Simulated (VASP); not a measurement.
# PtSe2 (Sudovikovite) (P-3m1) in VASP: further runs

The runs below take PtSe2 (Sudovikovite) through single point, with PBE+D3(BJ).

Everything below comes from runs of VASP 6.6.1. Logs are shortened: lines on timing, memory, paths and dates and some standing lists are left out, and cuts for length are marked.

## (1) The cell of the first run

It takes space group P-3m1 (No. 164, trigonal). The conventional cell has a = 3.661 Å, b = 3.661 Å, c = 4.976 Å, α = 90.00°, β = 90.00°, γ = 120.00°. Within 3.2 Å of Pt (site symmetry -3m) lie 6 Se at 2.45 Å. Se (site symmetry 3m) has 3 Pt at 2.45 Å within 3.2 Å.

## (2) Single point, PBE+D3(BJ)

The input, INCAR:

```
SYSTEM = PtSe2
  PREC = Accurate
  ENCUT = 520
  EDIFF = 1E-6
  ISMEAR = 0
  SIGMA = 0.05
  LREAL = .False.
  LASPH = .True.
  NELM = 60
  ALGO = Normal
  ISIF = 2
  LWAVE = .False.
  LCHARG = .False.
  GGA = PE
  IVDW = 12
  NBANDS = 18
```

The input, KPOINTS:

```
regular mesh
0
Gamma
  9 9 6
  0 0 0
```

The input, POSCAR:

```
PtSe2
1.0
    3.6608691600      0.0000000000      0.0000000000
   -1.8304345800      3.1704060820      0.0000000000
    0.0000000000      0.0000000000      4.9761868120
Pt Se
1 2
Direct
    0.0000000000      0.0000000000      0.0000000000
    0.3333333333      0.6666666667      0.2500000000
    0.6666666667      0.3333333333      0.7500000000
```

Potentials or basis: VASP PAW PBE potentials, release 64 (Pt, Se).

The run is started by

```sh
$ cat potpaw_PBE.64/Pt/POTCAR potpaw_PBE.64/Se/POTCAR > POTCAR
$ mpirun -np 1 vasp_std > vasp.out
```

OUTCAR:

```text
SYSTEM = PtSe2
   PREC = Accurate
   ENCUT = 520
   EDIFF = 1E-6
   ISMEAR = 0
   LREAL = .False.
   LASPH = .True.
   NELM = 60
   ISIF = 2
   GGA = PE
   IVDW = 12
 IVDW          = 12

 ion  position               nearest neighbor table
   1  0.000  0.000  0.000-   2 2.45   3 2.45   3 2.45   2 2.45   3 2.45   2 2.45
   2  0.333  0.667  0.250-   1 2.45   1 2.45   1 2.45
   3  0.667  0.333  0.750-   1 2.45   1 2.45   1 2.45

  LATTYP: Found a hexagonal cell.
 ALAT       =     3.6608691600
 C/A-ratio  =     1.3592910849

  Lattice vectors:

 A1 = (   3.6608691600,   0.0000000000,   0.0000000000)
 A2 = (  -1.8304345800,   3.1704060820,   0.0000000000)
 A3 = (   0.0000000000,   0.0000000000,   4.9761868120)

Analysis of symmetry for initial positions (statically):
=====================================================================
 Subroutine PRICEL returns:
 Original cell was already a primitive cell.

 Routine SETGRP: Setting up the symmetry group for a
 hexagonal supercell.

 Subroutine GETGRP returns: Found 12 space group operations
 (whereof 12 operations were pure point group operations)
 out of a pool of 24 trial point group operations.

The static configuration has the point symmetry D_3d.

Analysis of symmetry for dynamics (positions and initial velocities):
=====================================================================
 Subroutine PRICEL returns:
 Original cell was already a primitive cell.

 Routine SETGRP: Setting up the symmetry group for a
 hexagonal supercell.

 Subroutine GETGRP returns: Found 12 space group operations
 (whereof 12 operations were pure point group operations)
 out of a pool of 24 trial point group operations.

The dynamic configuration has the point symmetry D_3d.

 Subroutine INISYM returns: Found 12 space group operations
 (whereof 12 operations are pure point group operations),
 and found     1 'primitive' translations

----------------------------------------------------------------------------------------

                                     Primitive cell

  volume of cell :      57.7558

  direct lattice vectors                    reciprocal lattice vectors
     3.660869160  0.000000000  0.000000000     0.273159175  0.157708504  0.000000000
    -1.830434580  3.170406082  0.000000000     0.000000000  0.315417008  0.000000000
     0.000000000  0.000000000  4.976186812     0.000000000  0.000000000  0.200957086

  length of vectors
     3.660869160  3.660869497  4.976186812     0.315417037  0.315417008  0.200957086
[... 83 lines left out ...]
   EDIFF  = 0.1E-05   stopping-criterion for ELM
   LREAL  =      F    real-space projection
   EDIFFG = 0.1E-04   stopping-criterion for IOM
   NSW    =      0    number of steps for IOM
   IBRION =     -1    ionic relax: 0-MD 1-quasi-New 2-CG
   NFREE  =      0    steps in history (QN), initial steepest desc. (CG)
   ISIF   =      2    stress and relaxation
   ISYM   =      2    0-nonsym 1-usesym 2-fastsym
   POTIM  = 0.5000    time-step for ionic-motion
   TEBEG  =    0.0;   TEEND  =   0.0 temperature during run
   PSTRESS=    0.0 pullay stress
   NELECT =      22.0000    total number of electrons
   NUPDOWN=      -1.0000    fix difference up-down
   EMIN   =  10.00;   EMAX   =-10.00  energy-range for DOS
   EFERMI =   0.00;   METHOD = LEGACY
   ISMEAR =     0;   SIGMA  =   0.05  broadening in eV -4-tet -1-fermi 0-gaus
   EFERMI_NEDOS =   21; number of points for ismear=-14 and -15
   IALGO  =     38    algorithm
   IMIX   =      4    mixing-type and parameters
     AMIX     =   0.40;   BMIX     =  1.00
     AMIX_MAG =   1.60;   BMIX_MAG =  1.00
  volume/ion in A,a.u.               =      19.25       129.92
  Fermi-wavevector in a.u.,A,eV,Ry     =   1.186726  2.242587 19.161339  1.408319
  Thomas-Fermi vector in A             =   2.322893
   LORBIT       =      0    0 simple, 1 ext, 2 COOP (PROOUT), +10 PAW based schemes
   GGA     = PE    functional components
   LHFCALC =     F    Hartree Fock is set to
   AEXX    =    0.0000 exact exchange contribution
   IVDW    =    12    specifies the selected vdW correction
   LEPSILON=     F    determine dielectric tensor
   LRPA    =     F    only Hartree local field effects (RPA)
 non-spin polarized calculation
 Gauss-broadening in eV      SIGMA  =   0.05
  energy-cutoff  :      520.00
  volume of cell :       57.76
 maximum number of plane-waves:      1572
   NGX = 13   NGY = 13   NGZ = 19

 number of electron      22.0000001 magnetization

 Free energy of the ion-electron system (eV)
  ---------------------------------------------------
  ext. energy  EPLUGINS =         0.00000000
  ---------------------------------------------------
  free energy    TOTEN  =       -13.97012291 eV

  energy without entropy =      -13.96941038  energy(sigma->0) =      -13.96976664

 E-fermi :   7.3656     XC(G=0): -10.8868

 val. band max:        7.2953405172   @ k =   0.3333   0.3333   0.0000
 cond. band min:       7.3810195113   @ k =   0.0000   0.3333   0.3333
 fundamental gap:      0.0856789940
 Fermi energy:         7.3655713875

 k-point     1 :       0.0000    0.0000    0.0000
  band No.  band energies     occupation
      1      -8.9416      2.00000
      2      -5.7976      2.00000
      3      -0.4078      2.00000
      4       0.3195      2.00000
      5       0.3195      2.00000
      6       2.9104      2.00000
[... 481 lines left out ...]
      5       1.2418      2.00000
      6       1.5876      2.00000
[... 10 lines left out ...]
     17      15.1629      0.00000
     18      16.9817      0.00000

 [... further k-points ...]

------------------------ aborting loop because EDIFF is reached ----------------------------------------

 Edisp (eV)   -1.50755

 E8    (eV) :    -0.6465

  FORCE on cell =-STRESS in cart. coord.  units (eV):
  Direction    XX          YY          ZZ          XY          YZ          ZX
  --------------------------------------------------------------------------------------
  -------------------------------------------------------------------------------------
  Total       4.75477     4.75477     2.94099    -0.00000     0.00000     0.00000
  in kB     131.89993   131.89996    81.58465    -0.00000     0.00000     0.00000
  external pressure =      115.13 kB  Pullay stress =        0.00 kB

 VOLUME and BASIS-vectors are now :
 -----------------------------------------------------------------------------
  energy-cutoff  :      520.00
  volume of cell :       57.76
      direct lattice vectors                 reciprocal lattice vectors
     3.660869160  0.000000000  0.000000000     0.273159175  0.157708504  0.000000000
    -1.830434580  3.170406082  0.000000000     0.000000000  0.315417008  0.000000000
     0.000000000  0.000000000  4.976186812     0.000000000  0.000000000  0.200957086

 POSITION                                       TOTAL-FORCE (eV/Angst)
 -----------------------------------------------------------------------------------
      0.00000      0.00000      0.00000         0.000000     -0.000000     -0.000000
     -0.00000      2.11360      1.24405        -0.000000      0.000000      1.331721
      1.83043      1.05680      3.73214         0.000000     -0.000000     -1.331721
 -----------------------------------------------------------------------------------
    total drift:                               -0.000000     -0.000000     -0.000000

  FREE ENERGIE OF THE ION-ELECTRON SYSTEM (eV)
  ---------------------------------------------------
  free  energy   TOTEN  =       -15.4776778552 eV

  energy  without entropy=      -15.4769653323  energy(sigma->0) =      -15.47732159
```

Run time: 90 s. Hardware: 1 thread of Intel Xeon 8259CL, shared host; peak memory 0.23 GiB.

Results:

```
Free energy                : -15.4777 eV
Pressure                   : 11.5 GPa
Largest force              : 1.332 eV/Å
Band gap on the k mesh     : zero (band 11 reaches 7.68 eV, above the bottom of band 12 at 7.30 eV)
Dispersion energy per atom : -0.503 eV
```

Forces in eV/Å, atoms in the order of the input:
```
Pt   0.000  0.000  0.000
Se   0.000  0.000  1.332
Se   0.000  0.000 -1.332
```

Caveat: three body term missing; spin-orbit coupling is left out, which moves the levels of the heavy elements; pairwise dispersion overbinds metals, which lowers pressure and volume; forces of over 1 eV/Å act on the atoms, so gaps and moduli don't describe the material at rest.

## (3) Single point, PBE+D3(BJ)

This run uses another cell than the first one, of 19.86 Å³/atom, 1.032 times its volume.

The input, INCAR:

```
SYSTEM = PtSe2
ALGO = Normal
EDIFF = 1E-7
ENCUT = 520
GGA = PE
ISIF = 2
ISMEAR = 0
IVDW = 12
LASPH = .True.
LCHARG = .True.
LELF = .True.
LREAL = .False.
LVHAR = .True.
LWAVE = .False.
NBANDS = 18
NELM = 60
PREC = Accurate
SIGMA = 0.05
```

The input, KPOINTS:

```
k-points
0
Gamma
  9 9 6
  0 0 0
```

The input, POSCAR:

```
PtSe2
1.0
    3.6990059583      0.0000000000      0.0000000000
   -1.8495029792      3.2034335223      0.0000000000
    0.0000000000      0.0000000000      5.0280258220
Pt Se
1 2
Direct
    0.0000000000      0.0000000000      0.0000000000
    0.3333333333      0.6666666667      0.2500000000
    0.6666666667      0.3333333333      0.7500000000
```

Potentials or basis: VASP PAW PBE potentials, release 64 (Pt, Se).

The run is started by

```sh
$ cat potpaw_PBE.64/Pt/POTCAR potpaw_PBE.64/Se/POTCAR > POTCAR
$ mpirun -np 1 vasp_std > vasp.out
```

It took 87 s on 1 thread of Intel Xeon 8259CL, shared host; peak memory 0.23 GiB.

Results (log left out):

- Free energy: -15.5791 eV
- Pressure: 6.4 GPa
- Largest force: 0.882 eV/Å
- Band gap on the k mesh: zero (band 11 reaches 7.23 eV, above the bottom of band 12 at 6.84 eV)
- Dispersion energy per atom: -0.487 eV

Forces in eV/Å, atoms in the order of the input:
```
Pt   0.000  0.000  0.000
Se   0.000  0.000  0.882
Se   0.000  0.000 -0.882
```

Stress tensor (GPa, compression positive):
```
7.44 0.00 0.00
0.00 7.44 0.00
0.00 0.00 4.33
```

Levels at points of the mesh, in eV from the Fermi level:
| k point | band 7 | band 8 | band 9 | band 10 | band 11 | band 12 | band 13 | band 14 | band 15 | band 16 |
| --- | --- | --- | --- | --- | --- | --- | --- | --- | --- | --- |
| (0.00, 0.00, 0.00) | -4.24 | -2.73 | -1.18 | -1.18 | 0.33 | 1.42 | 1.42 | 3.48 | 4.28 | 7.19 |
| (0.00, 0.00, 0.50) | -4.27 | -3.11 | -1.78 | -1.62 | -1.62 | 2.30 | 2.30 | 4.71 | 6.38 | 6.67 |

Caveat: three body term missing; spin-orbit coupling is left out, which moves the levels of the heavy elements; pairwise dispersion overbinds metals, which lowers pressure and volume.

## (4) Single point, PBE+D3(BJ)

This run uses another cell than the first one, of 20.47 Å³/atom, 1.063 times its volume.

The input, INCAR:

```
PREC = Accurate
ENCUT = 520
EDIFF = 1E-7
ISMEAR = 0
SIGMA = 0.05
LREAL = False
LASPH = True
NELM = 80
ALGO = Normal
ISIF = 2
LWAVE = False
LCHARG = True
GGA = PE
IVDW = 12
LELF = True
LVHAR = True
NBANDS = 18
```

The input, KPOINTS:

```
Automatic mesh
0
Gamma
  9 9 6
```

The input, POSCAR:

```
PtSe2
1.0
    3.7363721839      0.0000000000      0.0000000000
   -1.8681860920      3.2357936269      0.0000000000
    0.0000000000      0.0000000000      5.0788173993
Pt Se
1 2
Direct
    0.0000000000      0.0000000000      0.0000000000
    0.3333333333      0.6666666667      0.2500000000
    0.6666666667      0.3333333333      0.7500000000
```

The run is started by

```sh
$ cat potpaw_PBE.64/Pt/POTCAR potpaw_PBE.64/Se/POTCAR > POTCAR
$ mpirun -np 1 vasp_std > vasp.out
```

Run time: 1.8 min. Hardware: 1 thread of Intel Xeon 8259CL, shared host; peak memory 0.24 GiB.

Results (log left out):

```yaml
Free_energy: -15.6273 eV
Pressure: 2.1 GPa
Largest_force: 0.487 eV/Å
Band_gap_on_the_k_mesh: zero (band 11 reaches 6.80 eV, above the bottom of band 12 at 6.42 eV)
Dispersion_energy_per_atom: -0.472 eV
```

Forces on the atoms (eV/Å):
```
Pt   0.000  0.000  0.000
Se   0.000  0.000  0.487
Se   0.000  0.000 -0.487
```

Stress tensor (GPa, compression positive):
```
2.61 0.00 0.00
0.00 2.61 0.00
0.00 0.00 1.10
```

Levels at points of the mesh, in eV from the Fermi level:
```tsv
k point	band 9	band 10	band 11	band 12	band 13	band 14
(0.00, 0.00, 0.00)	-1.12	-1.12	0.34	1.38	1.38	3.57
(0.00, 0.00, 0.50)	-1.78	-1.55	-1.55	2.21	2.21	4.75
```

Caveat: three body term missing; spin-orbit coupling is left out, which moves the levels of the heavy elements; pairwise dispersion overbinds metals, which lowers pressure and volume.

## (5) Summary

| cell | gap on the mesh (eV) | pressure (GPa) | largest force (eV/Å) |
| --- | --- | --- | --- |
| a = 3.661, b = 3.661, c = 4.976 Å, angles 90.0, 90.0, 120.0°, 3 atoms | none | 11.5 | 1.33 |
| a = 3.699, b = 3.699, c = 5.028 Å, angles 90.0, 90.0, 120.0°, 3 atoms | none | 6.4 | 0.88 |
| a = 3.736, b = 3.736, c = 5.079 Å, angles 90.0, 90.0, 120.0°, 3 atoms | none | 2.1 | 0.49 |

Alike in all rows: task single point; level PBE+D3(BJ); potentials or basis VASP PAW PBE potentials, release 64 (Pt, Se); no spin polarisation; k mesh 9 × 9 × 6; cutoff (eV) 520; smearing gaussian 0.05 eV.

Caveats: three body term missing; spin-orbit coupling is left out, which moves the levels of the heavy elements; pairwise dispersion overbinds metals, which lowers pressure and volume; forces of over 1 eV/Å act on the atoms, so gaps and moduli don't describe the material at rest (some runs).

Total energies depend on the potentials used, so only differences within one code and one set of settings carry meaning.
